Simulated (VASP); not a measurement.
# Sb (I4/mmm) in VASP: notebook

Sb is run at these levels: PBE+D3(BJ); tasks: single point.

Everything below comes from runs of VASP 6.6.1. Logs are shortened: lines on timing, memory, paths and dates and some standing lists are left out, and cuts for length are marked.

## (1) The cell of the first run

Symmetry: I4/mmm, No. 139, tetragonal system. The conventional cell has a = 3.353 Å, b = 3.353 Å, c = 4.766 Å, α = 90.00°, β = 90.00°, γ = 90.00°. Sb (site symmetry 4/mmm) has 12 Sb at 3.35 to 3.36 Å within 4.4 Å.

## (2) Single point, PBE+D3(BJ) (strain +0.0050 x Voigt [0, 1, 0, 0, 0, 0])

Contents of INCAR:

```
PREC = Accurate
ENCUT = 520
EDIFF = 1E-6
ISMEAR = 0
SIGMA = 0.15
LREAL = F
LASPH = T
NELM = 100
ALGO = Normal
ISIF = 2
LWAVE = F
LCHARG = T
GGA = PE
IVDW = 12
LELF = T
LVHAR = T
NBANDS = 8
```

Contents of KPOINTS:

```
Automatic mesh
0
Gamma
  18 18 18
```

Contents of POSCAR:

```
Sb
1.0
    0.0000000000      2.3830987342      2.3712425216
    2.3712425216      0.0000000000      2.3712425216
    2.3712425216      2.3830987342      0.0000000000
Sb
1
Direct
    0.0000000000      0.0000000000      0.0000000000
```

Potentials or basis: VASP PAW PBE potentials, release 64 (Sb).

Run with:

```console
$ cat potpaw_PBE.64/Sb/POTCAR > POTCAR
$ mpirun -np 1 vasp_std > vasp.out
```

OUTCAR:

```text
PREC = Accurate
   ENCUT = 520
   EDIFF = 1E-6
   ISMEAR = 0
   LREAL = F
   LASPH = T
   NELM = 100
   ISIF = 2
   GGA = PE
   IVDW = 12
 IVDW          = 12

 ion  position               nearest neighbor table
   1  0.000  0.000  0.000-

  LATTYP: Found a body centered tetragonal cell.
 ALAT       =     3.3534433337
 C/A-ratio  =     1.4212846302

  Lattice vectors:

 A1 = (   0.0000000000,  -2.3830987342,   2.3712425216)
 A2 = (   0.0000000000,  -2.3830987342,  -2.3712425216)
 A3 = (   2.3712425216,   2.3830987342,   0.0000000000)

Analysis of symmetry for initial positions (statically):
=====================================================================
 Subroutine PRICEL returns:
 Original cell was already a primitive cell.

 Routine SETGRP: Setting up the symmetry group for a
 body centered tetragonal supercell.

 Subroutine GETGRP returns: Found 16 space group operations
 (whereof 16 operations were pure point group operations)
 out of a pool of 16 trial point group operations.

The static configuration has the point symmetry D_4h.

Analysis of symmetry for dynamics (positions and initial velocities):
=====================================================================
 Subroutine PRICEL returns:
 Original cell was already a primitive cell.

 Routine SETGRP: Setting up the symmetry group for a
 body centered tetragonal supercell.

 Subroutine GETGRP returns: Found 16 space group operations
 (whereof 16 operations were pure point group operations)
 out of a pool of 16 trial point group operations.

The dynamic configuration has the point symmetry D_4h.

 Subroutine INISYM returns: Found 16 space group operations
 (whereof 16 operations are pure point group operations),
 and found     1 'primitive' translations

----------------------------------------------------------------------------------------

                                     Primitive cell

  volume of cell :      26.7993

  direct lattice vectors                    reciprocal lattice vectors
     0.000000000  2.383098734  2.371242522    -0.210859916  0.209810862  0.210859916
     2.371242522  0.000000000  2.371242522     0.210859916 -0.209810862  0.210859916
     2.371242522  2.383098734  0.000000000     0.210859916  0.209810862 -0.210859916

  length of vectors
     3.361837395  3.353443334  3.361837395     0.364615423  0.364615423  0.364615423

  position of ions in fractional coordinates (direct lattice)
     0.000000000  0.000000000  0.000000000

  ion indices of the primitive-cell ions
   primitive index   ion index
                 1           1

[... 77 lines left out ...]
   ISIF   =      2    stress and relaxation
   ISYM   =      2    0-nonsym 1-usesym 2-fastsym
   POTIM  = 0.5000    time-step for ionic-motion
   TEBEG  =    0.0;   TEEND  =   0.0 temperature during run
   PSTRESS=    0.0 pullay stress
   NELECT =       5.0000    total number of electrons
   NUPDOWN=      -1.0000    fix difference up-down
   EMIN   =  10.00;   EMAX   =-10.00  energy-range for DOS
   EFERMI =   0.00;   METHOD = LEGACY
   ISMEAR =     0;   SIGMA  =   0.15  broadening in eV -4-tet -1-fermi 0-gaus
   EFERMI_NEDOS =   21; number of points for ismear=-14 and -15
   IALGO  =     38    algorithm
   IMIX   =      4    mixing-type and parameters
     AMIX     =   0.40;   BMIX     =  1.00
     AMIX_MAG =   1.60;   BMIX_MAG =  1.00
  volume/ion in A,a.u.               =      26.80       180.85
  Fermi-wavevector in a.u.,A,eV,Ry     =   0.935456  1.767756 11.906166  0.875078
  Thomas-Fermi vector in A             =   2.062366
   LORBIT       =      0    0 simple, 1 ext, 2 COOP (PROOUT), +10 PAW based schemes
   GGA     = PE    functional components
   LHFCALC =     F    Hartree Fock is set to
   AEXX    =    0.0000 exact exchange contribution
   IVDW    =    12    specifies the selected vdW correction
   LEPSILON=     F    determine dielectric tensor
   LRPA    =     F    only Hartree local field effects (RPA)
 non-spin polarized calculation
 Gauss-broadening in eV      SIGMA  =   0.15
  energy-cutoff  :      520.00
  volume of cell :       26.80
 maximum number of plane-waves:       745
 NGX is ok and might be reduce to    28
   NGX = 13   NGY = 13   NGZ = 13

 number of electron       5.0000000 magnetization

 Free energy of the ion-electron system (eV)
  ---------------------------------------------------
  ext. energy  EPLUGINS =         0.00000000
  ---------------------------------------------------
  free energy    TOTEN  =        -3.82385677 eV

  energy without entropy =       -3.81659923  energy(sigma->0) =       -3.82022800

 E-fermi :   8.6246     XC(G=0): -10.2549

 val. band max:        8.6161203693   @ k =   0.2222  -0.3333   0.1667
 cond. band min:       8.6275827577   @ k =   0.4444   0.5000   0.0556
 fundamental gap:      0.0114623884
 Fermi energy:         8.6245623963

 k-point     1 :       0.0000    0.0000    0.0000
  band No.  band energies     occupation
      1      -4.3760      2.00000
      2      13.9410      0.00000
      3      13.9410      0.00000
      4      13.9427      0.00000
      5      18.5343      0.00000
      6      18.5666      0.00000
      7      18.5666      0.00000
      8      18.8298      0.00000
[... 243 lines left out ...]
 k-point    24 :      -0.2222    0.0556    0.0000
  band No.  band energies     occupation
      1      -3.1840      2.00000
      2       8.0904      2.00000
      3      12.0396      0.00000
      4      13.3387      0.00000
      5      17.1918      0.00000
      6      18.7017      0.00000
      7      18.8604      0.00000
      8      20.8577      0.00000

 [... further k-points ...]

------------------------ aborting loop because EDIFF is reached ----------------------------------------

 Edisp (eV)   -0.52710

 E8    (eV) :    -0.2433

  FORCE on cell =-STRESS in cart. coord.  units (eV):
  Direction    XX          YY          ZZ          XY          YZ          ZX
  --------------------------------------------------------------------------------------
  -------------------------------------------------------------------------------------
  Total      -0.29255    -0.27579    -0.29255    -0.00000     0.00000     0.00000
  in kB     -17.49015   -16.48800   -17.49015    -0.00000     0.00000     0.00000
  external pressure =      -17.16 kB  Pullay stress =        0.00 kB

 VOLUME and BASIS-vectors are now :
 -----------------------------------------------------------------------------
  energy-cutoff  :      520.00
  volume of cell :       26.80
      direct lattice vectors                 reciprocal lattice vectors
     0.000000000  2.383098734  2.371242522    -0.210859916  0.209810862  0.210859916
     2.371242522  0.000000000  2.371242522     0.210859916 -0.209810862  0.210859916
     2.371242522  2.383098734  0.000000000     0.210859916  0.209810862 -0.210859916

 POSITION                                       TOTAL-FORCE (eV/Angst)
 -----------------------------------------------------------------------------------
      0.00000      0.00000      0.00000         0.000000      0.000000      0.000000
 -----------------------------------------------------------------------------------
    total drift:                                0.000000      0.000000      0.000000

  FREE ENERGIE OF THE ION-ELECTRON SYSTEM (eV)
  ---------------------------------------------------
  free  energy   TOTEN  =        -4.3509561761 eV

  energy  without entropy=       -4.3436986395  energy(sigma->0) =       -4.34732741
```

Wall time 34 s (1 thread of Intel Xeon 6975P-C (Granite Rapids), shared host); peak memory 0.24 GiB.

Results:

| Quantity | Value |
| --- | --- |
| Free energy | -4.3510 eV |
| Pressure | -1.7 GPa |
| Dispersion energy per atom | -0.527 eV |

Caveat: the cell differs from its parent crystal (strain +0.0050 x Voigt [0, 1, 0, 0, 0, 0]); spin-orbit coupling is left out, which moves the levels of the heavy elements; pairwise dispersion overbinds metals, which lowers pressure and volume.

## (3) Single point, PBE+D3(BJ) (strain +0.0150 x Voigt [0, 1, 0, 0, 0, 0])

Contents of INCAR:

```
ALGO = Normal
EDIFF = 1E-6
ENCUT = 520
GGA = PE
ISIF = 2
ISMEAR = 0
IVDW = 12
LASPH = True
LCHARG = False
LREAL = False
LWAVE = False
NBANDS = 8
NELM = 60
PREC = Accurate
SIGMA = 0.15
```

Contents of KPOINTS:

```
k-points
0
Gamma
  18 18 18
```

Contents of POSCAR:

```
Sb
1.0
    0.0000000000      2.4068111594      2.3712425216
    2.3712425216      0.0000000000      2.3712425216
    2.3712425216      2.4068111594      0.0000000000
Sb
1
Direct
    0.0000000000      0.0000000000      0.0000000000
```

Potentials or basis: VASP PAW PBE potentials, release 64 (Sb).

Run with:

```console
$ cat potpaw_PBE.64/Sb/POTCAR > POTCAR
$ mpirun -np 1 vasp_std > vasp.out
```

Wall time 32 s (1 thread of Intel Xeon 6975P-C (Granite Rapids), shared host); peak memory 0.24 GiB.

It converged, with:

| Property | Result |
| --- | --- |
| Free energy | -4.3478 eV |
| Pressure | -2.3 GPa |
| Dispersion energy per atom | -0.522 eV |

Stress tensor (GPa, compression positive):
```
-2.38  0.00  0.00
 0.00 -2.10  0.00
 0.00  0.00 -2.38
```

Levels at points of the mesh, in eV from the Fermi level:
```tsv
k point	band 1	band 2	band 3	band 4	band 5	band 6
(0.00, 0.00, 0.00)	-12.92	5.25	5.25	5.25	9.84	9.94
(0.50, 0.00, 0.00)	-9.19	-5.82	3.45	3.69	8.08	8.97
(0.50, 0.50, 0.00)	-7.52	-4.89	0.23	0.34	4.04	4.53
(0.50, 0.00, 0.50)	-7.71	-5.00	0.47	0.47	4.24	4.66
```

Caveat: the cell differs from its parent crystal (strain +0.0150 x Voigt [0, 1, 0, 0, 0, 0]); spin-orbit coupling is left out, which moves the levels of the heavy elements; pairwise dispersion overbinds metals, which lowers pressure and volume.
